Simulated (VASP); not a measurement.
# Si (Cm) in VASP: single point with PBE

Aim: the single point of Si with PBE.

All numbers are computed with VASP 6.6.1; they aren't measurements. Logs are shortened: lines on timing, memory, paths and dates and some standing lists are left out, and cuts for length are marked.

### Step 1. The cell of the first run

The structure is monoclinic, space group Cm (No. 8). The conventional cell has a = 5.284 Å, b = 9.153 Å, c = 4.994 Å, α = 90.00°, β = 90.00°, γ = 90.00°. Within 3.2 Å of Si (site symmetry m) lie 8 Si at 2.39 to 2.77 Å. Within 3.2 Å of Si (site symmetry m) lie 8 Si at 2.39 to 2.64 Å. Si (site symmetry m) has 8 Si at 2.50 to 2.77 Å within 3.3 Å. Si (site symmetry m) has 8 Si at 2.50 to 2.64 Å within 3.3 Å. Si (site symmetry 1) has 8 Si at 2.50 to 2.71 Å within 3.3 Å. Si (site symmetry 1) has 8 Si at 2.50 to 2.64 Å within 3.3 Å.

### Step 2. Single point, PBE (atom 1 (Si) moved +0.167 Å towards its neighbour atom 4 (Si) at 3.635 Å)

File INCAR:

```
SYSTEM = Si
  PREC = Accurate
  ENCUT = 520
  EDIFF = 1E-6
  ISMEAR = 0
  SIGMA = 0.15
  LREAL = .False.
  LASPH = .True.
  NELM = 60
  ALGO = Fast
  ISIF = 2
  LWAVE = .False.
  LCHARG = .True.
  GGA = PE
  LELF = .True.
  LVHAR = .True.
  NBANDS = 26
```

File KPOINTS:

```
Automatic mesh
0
Gamma
  12 12 12
  0 0 0
```

File POSCAR:

```
Si
1.0
    0.0000000000      0.0000000000      4.9938171177
    5.2842308228      0.0000000000      0.0000000000
   -2.6421154115      4.5762781320      0.0000000000
Si
8
Direct
   -0.0229280257      0.0000000000     -0.0229280257
    0.5000000000      0.0000000000      0.0000000000
    0.0000000000      0.0000000000      0.5000000000
    0.5000000000      0.0000000000      0.5000000000
    0.0000000000      0.5000000000      0.0000000000
    0.5000000000      0.5000000000      0.0000000000
    0.0000000000      0.5000000000      0.5000000000
    0.5000000000      0.5000000000      0.5000000000
```

Potentials or basis: VASP PAW PBE potentials, release 64 (Si).

Command:

```console
$ cat potpaw_PBE.64/Si/POTCAR > POTCAR
$ mpirun -np 1 vasp_std > vasp.out
```

OUTCAR:

```text
SYSTEM = Si
   PREC = Accurate
   ENCUT = 520
   EDIFF = 1E-6
   ISMEAR = 0
   LREAL = .False.
   LASPH = .True.
   NELM = 60
   ISIF = 2
   GGA = PE

 ion  position               nearest neighbor table
   1  0.977  0.000  0.977-   2 2.39   3 2.52   7 2.59   5 2.59   2 2.61   7 2.71   5 2.71   3 2.77

   2  0.500  0.000  0.000-   1 2.39   1 2.61   8 2.64   8 2.64   6 2.64   6 2.64   4 2.64   4 2.64

   3  0.000  0.000  0.500-   4 2.50   4 2.50   1 2.52   5 2.64   5 2.64   7 2.64   7 2.64   1 2.77

   4  0.500  0.000  0.500-   3 2.50   3 2.50   6 2.64   6 2.64   8 2.64   8 2.64   2 2.64   2 2.64

   5  0.000  0.500  0.000-   6 2.50   6 2.50   1 2.59   3 2.64   3 2.64   7 2.64   7 2.64   1 2.71

   6  0.500  0.500  0.000-   5 2.50   5 2.50   4 2.64   4 2.64   2 2.64   2 2.64   8 2.64   8 2.64

   7  0.000  0.500  0.500-   8 2.50   8 2.50   1 2.59   3 2.64   3 2.64   5 2.64   5 2.64   1 2.71

   8  0.500  0.500  0.500-   7 2.50   7 2.50   2 2.64   2 2.64   4 2.64   4 2.64   6 2.64   6 2.64

  LATTYP: Found a hexagonal cell.
 ALAT       =     5.2842308228
 C/A-ratio  =     0.9450414422

  Lattice vectors:

 A1 = (   5.2842308228,   0.0000000000,   0.0000000000)
 A2 = (  -2.6421154115,   4.5762781320,   0.0000000000)
 A3 = (   0.0000000000,   0.0000000000,   4.9938171177)

Analysis of symmetry for initial positions (statically):
=====================================================================
 Subroutine PRICEL returns:
 Original cell was already a primitive cell.

 Routine SETGRP: Setting up the symmetry group for a
 hexagonal supercell.

 Subroutine GETGRP returns: Found  2 space group operations
 (whereof  2 operations were pure point group operations)
 out of a pool of 24 trial point group operations.

The static configuration has the point symmetry C_1h.

Analysis of symmetry for dynamics (positions and initial velocities):
=====================================================================
 Subroutine PRICEL returns:
 Original cell was already a primitive cell.

 Routine SETGRP: Setting up the symmetry group for a
 hexagonal supercell.

 Subroutine GETGRP returns: Found  2 space group operations
 (whereof  2 operations were pure point group operations)
 out of a pool of 24 trial point group operations.

The dynamic configuration has the point symmetry C_1h.

 Subroutine INISYM returns: Found  2 space group operations
 (whereof  2 operations are pure point group operations),
 and found     1 'primitive' translations

----------------------------------------------------------------------------------------

                                     Primitive cell

  volume of cell :     120.7610

  direct lattice vectors                    reciprocal lattice vectors
     0.000000000  0.000000000  4.993817118     0.000000000  0.000000000  0.200247621
     5.284230823  0.000000000  0.000000000     0.189242301  0.109259093  0.000000000
    -2.642115411  4.576278132  0.000000000     0.000000000  0.218518187  0.000000000

  length of vectors
     4.993817118  5.284230823  5.284230823     0.200247621  0.218518187  0.218518187

  position of ions in fractional coordinates (direct lattice)
     0.977071974  0.000000000  0.977071974
     0.500000000  0.000000000  0.000000000
     0.000000000  0.000000000  0.500000000
     0.500000000  0.000000000  0.500000000
     0.000000000  0.500000000  0.000000000
     0.500000000  0.500000000  0.000000000
     0.000000000  0.500000000  0.500000000
     0.500000000  0.500000000  0.500000000

  ion indices of the primitive-cell ions
   primitive index   ion index
                 1           1
                 2           2
                 3           3
                 4           4
                 5           5
                 6           6
                 7           7
                 8           8

----------------------------------------------------------------------------------------

 KPOINTS: Automatic mesh

Automatic generation of k-mesh.
 Grid dimensions read from file:
 generate k-points for:   12   12   12

 Generating k-lattice:

  Cartesian coordinates                     Fractional coordinates (reciprocal lattice)
     0.000000000  0.000000000  0.016687302     0.083333333  0.000000000  0.000000000
     0.015770192  0.009104924  0.000000000     0.000000000  0.083333333  0.000000000
     0.000000000  0.018209849  0.000000000     0.000000000  0.000000000  0.083333333

  Length of vectors
     0.016687302  0.018209849  0.018209849

  Shift w.r.t. Gamma in fractional coordinates (k-lattice)
     0.000000000  0.000000000  0.000000000

 Subroutine IBZKPT returns following result:
 ===========================================

 Found    476 irreducible k-points:

 Following reciprocal coordinates:
            Coordinates               Weight
  0.000000  0.000000  0.000000      1.000000
  0.083333  0.000000  0.000000      2.000000
  0.166667  0.000000  0.000000      2.000000
  0.250000  0.000000  0.000000      2.000000
  0.333333  0.000000  0.000000      2.000000
  0.416667  0.000000  0.000000      2.000000
[... 16 lines left out ...]
  0.416667  0.000000  0.083333      4.000000
  0.416667  0.000000 -0.083333      4.000000
 [... further k-points ...]
   k-points           NKPTS =    476   k-points in BZ     NKDIM =    476   number of bands    NBANDS=     26
   number of dos      NEDOS =    301   number of ions     NIONS =      8
   total plane-waves  NPLWV =  64000
   dimension x,y,z NGX =    40 NGY =   40 NGZ =   40
   dimension x,y,z NGXF=    80 NGYF=   80 NGZF=   80
   ions per type =               8
   NGX,Y,Z   is equivalent  to a cutoff of  13.32, 12.58, 12.58 a.u.
   NGXF,Y,Z  is equivalent  to a cutoff of  26.63, 25.17, 25.17 a.u.
 SYSTEM =  Si
   PREC   = accura    normal or accurate (medium, high low for compatibility)
   ISTART =      0    job   : 0-new  1-cont  2-samecut
   ICHARG =      2    charge: 1-file 2-atom 10-const
   ISPIN  =      1    spin polarized calculation?
   LNONCOLLINEAR =      F non collinear calculations
   LSORBIT =      F    spin-orbit coupling
   LASPH  =      T    aspherical Exc in radial PAW
   ENCUT  =  520.0 eV  38.22 Ry    6.18 a.u.   9.29  9.83  9.83*2*pi/ulx,y,z
   NELM   =     60;   NELMIN=  2; NELMDL= -5     # of ELM steps
   EDIFF  = 0.1E-05   stopping-criterion for ELM
   LREAL  =      F    real-space projection
[... 7 lines left out ...]
   TEBEG  =    0.0;   TEEND  =   0.0 temperature during run
   PSTRESS=    0.0 pullay stress
   NELECT =      32.0000    total number of electrons
   NUPDOWN=      -1.0000    fix difference up-down
   EMIN   =  10.00;   EMAX   =-10.00  energy-range for DOS
   EFERMI =   0.00;   METHOD = LEGACY
   ISMEAR =     0;   SIGMA  =   0.15  broadening in eV -4-tet -1-fermi 0-gaus
   EFERMI_NEDOS =   21; number of points for ismear=-14 and -15
   IALGO  =     68    algorithm
   IMIX   =      4    mixing-type and parameters
     AMIX     =   0.40;   BMIX     =  1.00
     AMIX_MAG =   1.60;   BMIX_MAG =  1.00
  volume/ion in A,a.u.               =      15.10       101.87
  Fermi-wavevector in a.u.,A,eV,Ry     =   1.051516  1.987077 15.043770  1.105686
  Thomas-Fermi vector in A             =   2.186562
   LORBIT       =      0    0 simple, 1 ext, 2 COOP (PROOUT), +10 PAW based schemes
   GGA     = PE    functional components
   LHFCALC =     F    Hartree Fock is set to
   AEXX    =    0.0000 exact exchange contribution
   IVDW    =     0    specifies the selected vdW correction
   LEPSILON=     F    determine dielectric tensor
   LRPA    =     F    only Hartree local field effects (RPA)
 non-spin polarized calculation
 RMM-DIIS sequential band-by-band and
 Gauss-broadening in eV      SIGMA  =   0.15
  energy-cutoff  :      520.00
  volume of cell :      120.76
 maximum number of plane-waves:      3282
 NGX is ok and might be reduce to    40
   NGX = 19   NGY = 19   NGZ = 19

 number of electron      31.9999998 magnetization

 Free energy of the ion-electron system (eV)
  ---------------------------------------------------
  ext. energy  EPLUGINS =         0.00000000
  ---------------------------------------------------
  free energy    TOTEN  =       -40.88119145 eV

  energy without entropy =      -40.84655342  energy(sigma->0) =      -40.86387244

 E-fermi :   9.3495     XC(G=0): -10.9505

 val. band max:        9.3465151171   @ k =   0.1667  -0.3333   0.2500
 cond. band min:       9.3502725922   @ k =   0.5000   0.5000   0.0000
 fundamental gap:      0.0037574752
 Fermi energy:         9.3494986514

 k-point     1 :       0.0000    0.0000    0.0000
  band No.  band energies     occupation
      1      -4.5751      2.00000
      2       0.1309      2.00000
      3       1.6803      2.00000
      4       1.7722      2.00000
      5       1.7731      2.00000
      6       2.3651      2.00000
[... 18 lines left out ...]
     25      15.8346      0.00000
     26      15.8583      0.00000

 k-point     2 :       0.0833    0.0000    0.0000
  band No.  band energies     occupation
      1      -4.5357      2.00000
      2      -0.1836      2.00000
      3       1.7526      2.00000
      4       1.8116      2.00000
      5       1.8151      2.00000
      6       2.6728      2.00000
[... 18 lines left out ...]
     25      15.3606      0.00000
     26      15.8185      0.00000

 k-point     3 :       0.1667    0.0000    0.0000
  band No.  band energies     occupation
      1      -4.4174      2.00000
      2      -0.8053      2.00000
      3       1.8900      2.00000
      4       1.9297      2.00000
      5       1.9369      2.00000
      6       2.8328      2.00000
[... 572 lines left out ...]
 k-point    23 :       0.4167    0.0000    0.0833
  band No.  band energies     occupation
      1      -3.5522      2.00000
      2      -2.6063      2.00000
      3       2.0135      2.00000
      4       2.4718      2.00000
      5       2.5337      2.00000
      6       2.9918      2.00000
[... 18 lines left out ...]
     25      15.1537      0.00000
     26      15.4120      0.00000

 k-point    24 :       0.4167    0.0000   -0.0833
  band No.  band energies     occupation
      1      -3.5515      2.00000
      2      -2.6077      2.00000
      3       2.0117      2.00000
      4       2.4953      2.00000
      5       2.5369      2.00000
      6       2.9529      2.00000
[... 18 lines left out ...]
     25      15.1910      0.00000
     26      15.3336      0.00000

 [... further k-points ...]

------------------------ aborting loop because EDIFF is reached ----------------------------------------

  FORCE on cell =-STRESS in cart. coord.  units (eV):
  Direction    XX          YY          ZZ          XY          YZ          ZX
  --------------------------------------------------------------------------------------
  -------------------------------------------------------------------------------------
  Total        0.6378980      0.7122468     -0.4903551     -0.0643880     -0.0059625      0.0034424
  in kB        8.4632070      9.4496181     -6.5057066     -0.8542570     -0.0791060      0.0456718
  external PRESSURE =       3.8023729 kB  Pullay stress =       0.0000000 kB

 VOLUME and BASIS-vectors are now :
 -----------------------------------------------------------------------------
  energy-cutoff  :      520.00
  volume of cell :      120.76
      direct lattice vectors                 reciprocal lattice vectors
     0.000000000  0.000000000  4.993817118     0.000000000  0.000000000  0.200247621
     5.284230823  0.000000000  0.000000000     0.189242301  0.109259093  0.000000000
    -2.642115411  4.576278132  0.000000000     0.000000000  0.218518187  0.000000000

 POSITION                                       TOTAL-FORCE (eV/Angst)
 -----------------------------------------------------------------------------------
     -2.58154      4.47135      4.87932        -0.183104      0.317146      0.730932
      0.00000      0.00000      2.49691        -0.049259      0.085320     -0.568646
     -1.32106      2.28814      0.00000         0.157543     -0.272872      0.010457
     -1.32106      2.28814      2.49691         0.035951     -0.062269     -0.063570
      2.64212      0.00000      0.00000         0.145758      0.102020      0.007972
      2.64212      0.00000      2.49691         0.036361     -0.041756     -0.062558
      1.32106      2.28814      0.00000        -0.161231     -0.075220      0.007972
      1.32106      2.28814      2.49691         0.017981     -0.052368     -0.062558
 -----------------------------------------------------------------------------------
    total drift:                               -0.000009      0.000016     -0.000016

  FREE ENERGIE OF THE ION-ELECTRON SYSTEM (eV)
  ---------------------------------------------------
  free  energy   TOTEN  =       -40.8811914539 eV

  energy  without entropy=      -40.8465534191  energy(sigma->0) =      -40.86387244
```

Run time: 18 min. Hardware: 1 thread of Oxide Virtual Turin-like, shared host; peak memory 0.94 GiB.

Results:

```yaml
Free_energy: -40.8812 eV
Pressure: 0.4 GPa
Largest_force: 0.818 eV/Å
Band_gap_on_the_k_mesh: zero (bands 16 and 17 overlap by 3.50 eV)
```

Forces in eV/Å, atoms in the order of the input:
```
Si  -0.183  0.317  0.731
Si  -0.049  0.085 -0.569
Si   0.158 -0.273  0.010
Si   0.036 -0.062 -0.064
Si   0.146  0.102  0.008
Si   0.036 -0.042 -0.063
Si  -0.161 -0.075  0.008
Si   0.018 -0.052 -0.063
```

Caveat: the cell differs from its parent crystal (atom 1 (Si) moved +0.167 Å towards its neighbour atom 4 (Si) at 3.635 Å).
